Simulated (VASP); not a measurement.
# SiO2 (P6_322) in VASP: notebook, part 2 of 2

VASP 6.6.1. The steps go on from the part before.

## Step 5: Single point, PBE

This run uses another cell than the first one, of 12.85 Å³/atom, 0.794 times its volume.

INCAR

```
SYSTEM = SiO2
ALGO = Normal ; EDIFF = 1E-7
ENCUT = 520 ; GGA = PE
ISIF = 2 ; ISMEAR = 0
LASPH = .True. ; LCHARG = .False.
LREAL = .False. ; LWAVE = .False.
NBANDS = 44 ; NELM = 100
PREC = Accurate ; SIGMA = 0.02
```

KPOINTS

```
k-points
0
Gamma
  6 6 4
  0 0 0
```

POSCAR

```
SiO2
1.0
    4.5892405052      0.0000000000      0.0000000000
   -2.2946202526      3.9743988616      0.0000000000
    0.0000000000      0.0000000000      8.4563649243
Si O
4 8
Direct
    0.6666666667      0.3333333333      0.9365742585
    0.6666666667      0.3333333333      0.5634257415
    0.3333333333      0.6666666667      0.0634257415
    0.3333333333      0.6666666667      0.4365742585
    0.0000000000      0.3402457933      0.0000000000
    0.3402457933      0.3402457933      0.5000000000
    0.6597542067      0.0000000000      0.5000000000
    0.6597542067      0.6597542067      0.0000000000
    0.0000000000      0.6597542067      0.5000000000
    0.6666666667      0.3333333333      0.7500000000
    0.3333333333      0.6666666667      0.2500000000
    0.3402457933      0.0000000000      0.0000000000
```

Potentials or basis: VASP PAW PBE potentials, release 64 (Si, O).

The run is started by

```
$ cat potpaw_PBE.64/Si/POTCAR potpaw_PBE.64/O/POTCAR > POTCAR
$ mpirun -np 1 vasp_std > vasp.out
```

OUTCAR:

```text
SYSTEM = SiO2
   EDIFF = 1E-7
   ENCUT = 520
   GGA = PE
   ISIF = 2
   ISMEAR = 0
   LASPH = .True.
   LREAL = .False.
   NELM = 100
   PREC = Accurate

 ion  position               nearest neighbor table
   1  0.667  0.333  0.937-  10 1.58   5 1.61  12 1.61   8 1.61   3 2.86   3 2.86   3 2.86
   2  0.667  0.333  0.563-  10 1.58   7 1.61   9 1.61   6 1.61   4 2.86   4 2.86   4 2.86
   3  0.333  0.667  0.063-  11 1.58  12 1.61   5 1.61   8 1.61   1 2.86   1 2.86   1 2.86
   4  0.333  0.667  0.437-  11 1.58   9 1.61   7 1.61   6 1.61   2 2.86   2 2.86   2 2.86
   5  0.000  0.340  0.000-   1 1.61   3 1.61
   6  0.340  0.340  0.500-   2 1.61   4 1.61
   7  0.660  0.000  0.500-   2 1.61   4 1.61
[... 1215 lines left out ...]
  energy-cutoff  :      520.00
  volume of cell :      154.24
      direct lattice vectors                 reciprocal lattice vectors
     4.589240505  0.000000000  0.000000000     0.217900979  0.125805189  0.000000000
    -2.294620253  3.974398862  0.000000000     0.000000000  0.251610378  0.000000000
     0.000000000  0.000000000  8.456364924     0.000000000  0.000000000  0.118254121

 POSITION                                       TOTAL-FORCE (eV/Angst)
 -----------------------------------------------------------------------------------
      2.29462      1.32480      7.92001        -0.000000      0.000000     -0.044424
      2.29462      1.32480      4.76453        -0.000000      0.000000      0.044424
     -0.00000      2.64960      0.53635        -0.000000      0.000000      0.044424
     -0.00000      2.64960      3.69183        -0.000000      0.000000     -0.044424
     -0.78073      1.35227      0.00000         0.007856     -0.013607      0.000000
      0.78073      1.35227      4.22818        -0.007856     -0.013607      0.000000
      3.02777      0.00000      4.22818         0.015711      0.000000      0.000000
      1.51389      2.62213      0.00000         0.007856      0.013607      0.000000
     -1.51389      2.62213      4.22818        -0.007856      0.013607      0.000000
      2.29462      1.32480      6.34227        -0.000000      0.000000      0.000000
     -0.00000      2.64960      2.11409        -0.000000      0.000000      0.000000
      1.56147      0.00000      0.00000        -0.015711      0.000000      0.000000
 -----------------------------------------------------------------------------------
    total drift:                                0.000000     -0.000000      0.000000

  FREE ENERGIE OF THE ION-ELECTRON SYSTEM (eV)
  ---------------------------------------------------
  free  energy   TOTEN  =       -93.4483900529 eV

  energy  without entropy=      -93.4483900529  energy(sigma->0) =      -93.44839005
```

OSZICAR:

```text
N       E                     dE             d eps       ncg     rms          rms(c)
DAV:   1     0.390191193354E+03    0.39019E+03   -0.33928E+04  1864   0.135E+03
DAV:   2    -0.782987094776E+02   -0.46849E+03   -0.45185E+03  2352   0.314E+02
DAV:   3    -0.106137608621E+03   -0.27839E+02   -0.27703E+02  2248   0.801E+01
DAV:   4    -0.106483801429E+03   -0.34619E+00   -0.34558E+00  2336   0.991E+00
DAV:   5    -0.106489893486E+03   -0.60921E-02   -0.60894E-02  2228   0.129E+00    0.304E+01
DAV:   6    -0.935177388920E+02    0.12972E+02   -0.47287E+01  2148   0.323E+01    0.147E+01
DAV:   7    -0.934681387511E+02    0.49600E-01   -0.16512E+00  2256   0.533E+00    0.519E+00
DAV:   8    -0.934380003850E+02    0.30138E-01   -0.93789E-02  2208   0.186E+00    0.205E+00
DAV:   9    -0.934449909900E+02   -0.69906E-02   -0.46071E-02  2072   0.123E+00    0.336E-01
DAV:  10    -0.934481952980E+02   -0.32043E-02   -0.41816E-03  1992   0.318E-01    0.107E-01
DAV:  11    -0.934483644730E+02   -0.16918E-03   -0.85442E-04  2104   0.164E-01    0.227E-02
DAV:  12    -0.934483821789E+02   -0.17706E-04   -0.30856E-05  2224   0.310E-02    0.174E-02
DAV:  13    -0.934483891660E+02   -0.69871E-05   -0.12639E-05  2004   0.197E-02    0.584E-03
DAV:  14    -0.934483899174E+02   -0.75136E-06   -0.78720E-07  2236   0.484E-03    0.175E-03
DAV:  15    -0.934483900559E+02   -0.13845E-06   -0.94646E-08  1472   0.188E-03    0.510E-04
DAV:  16    -0.934483900529E+02    0.29468E-08   -0.86598E-09  1452   0.546E-04
   1 F= -.93448390E+02 E0= -.93448390E+02  d E =-.366535E-26
```

Wall time 2.9 min (1 thread of Intel Xeon 6975P-C, shared host); peak memory 0.31 GiB.

What came out:

| Property | Result |
| --- | --- |
| Free energy | -93.4484 eV |
| Pressure | 15.3 GPa |
| Largest force | 0.044 eV/Å |
| Band gap on the k mesh | 5.77 eV, indirect (least direct gap 5.93 eV) |

Forces in eV/Å, atoms in the order of the input:
```
Si   0.000  0.000 -0.044
Si   0.000  0.000  0.044
Si   0.000  0.000  0.044
Si   0.000  0.000 -0.044
O    0.008 -0.014  0.000
O   -0.008 -0.014  0.000
O    0.016  0.000  0.000
O    0.008  0.014  0.000
O   -0.008  0.014  0.000
O    0.000  0.000  0.000
O    0.000  0.000  0.000
O   -0.016  0.000  0.000
```

Stress tensor (GPa, compression positive):
```
15.33  0.00  0.00
 0.00 15.33  0.00
 0.00  0.00 15.19
```

Levels at points of the mesh, in eV from the valence-band top:
```tsv
k point	band 28	band 29	band 30	band 31	band 32	band 33	band 34	band 35	band 36	band 37
(0.00, 0.00, 0.00)	-1.50	-0.52	-0.52	-0.16	-0.16	5.77	8.22	8.64	10.01	10.01
(0.50, 0.00, 0.00)	-1.35	-0.98	-0.83	-0.70	-0.21	8.28	9.01	9.08	9.16	9.63
(0.00, 0.00, 0.50)	-1.52	-0.59	-0.59	-0.05	-0.05	6.64	6.64	9.55	9.55	10.02
(0.50, 0.00, 0.50)	-1.22	-0.78	-0.78	-0.56	-0.56	8.65	8.65	9.23	9.23	9.58
```

## Step 6: Summary

```tsv
cell	smearing	gap on the mesh (eV)	pressure (GPa)	largest force (eV/Å)
a = 5.099, b = 5.099, c = 8.629 Å, angles 90.0, 90.0, 120.0°, 12 atoms	gaussian 0.05 eV	5.46	0.1	0.01
a = 4.424, b = 4.424, c = 8.267 Å, angles 90.0, 90.0, 120.0°, 12 atoms	gaussian 0.02 eV	5.86	30.4	0.06
a = 4.589, b = 4.589, c = 8.456 Å, angles 90.0, 90.0, 120.0°, 12 atoms	gaussian 0.02 eV	5.77	15.3	0.04
```

Alike in all rows: task single point; level PBE; potentials or basis VASP PAW PBE potentials, release 64 (Si, O); no spin polarisation; k mesh 6 × 6 × 4; cutoff (eV) 520.

Total energies depend on the potentials used, so only differences within one code and one set of settings carry meaning.
